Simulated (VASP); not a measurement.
BaTiO3, 5 atoms in the cell. The structure is trigonal, space group R3m (No. 160). Conventional cell: a = 5.556 Å, b = 5.556 Å, c = 7.044 Å, α = 90.00°, β = 90.00°, γ = 120.00°. Ba (site symmetry 3m) has 12 O at 2.78 to 2.91 Å and 8 Ti at 3.39 to 3.60 Å within 3.7 Å. Ti (site symmetry 3m) has 6 O at 1.88 to 2.10 Å within 2.5 Å. Within 2.5 Å of O (site symmetry m) lie 2 Ti at 1.88 to 2.10 Å.  This cell differs from its parent crystal: epitaxial xy strain -2.2%.

- Program: VASP 6.6.1
- Task: single point
- Functional: PBE
- Potentials or basis: VASP PAW PBE potentials, release 64 (Ba_sv, Ti_sv, O)
- Cutoff: 520 eV
- k mesh: 6 × 6 × 6
- Occupations: fermi-dirac, width 0.02 eV
- Spin: no spin polarisation
- Dipole correction: no
- Further INCAR settings: ALGO = Normal; EDIFF = 1e-06; NBANDS = 28

Potentials or basis: VASP PAW PBE potentials, release 64 (Ba_sv, Ti_sv, O).

Launch:

```sh
$ cat potpaw_PBE.64/Ba_sv/POTCAR potpaw_PBE.64/Ti_sv/POTCAR potpaw_PBE.64/O/POTCAR > POTCAR
$ mpirun -np 1 vasp_std > vasp.out
```

Hardware: 1 thread of Intel Xeon 8259CL (shared host).

**Question.** How long does it take, and how much memory?

**Answer.** It took 79 s on 1 thread of Intel Xeon 8259CL, on a shared host, peak memory 0.21 GiB. Counts: scf iterations 15, k points 32.
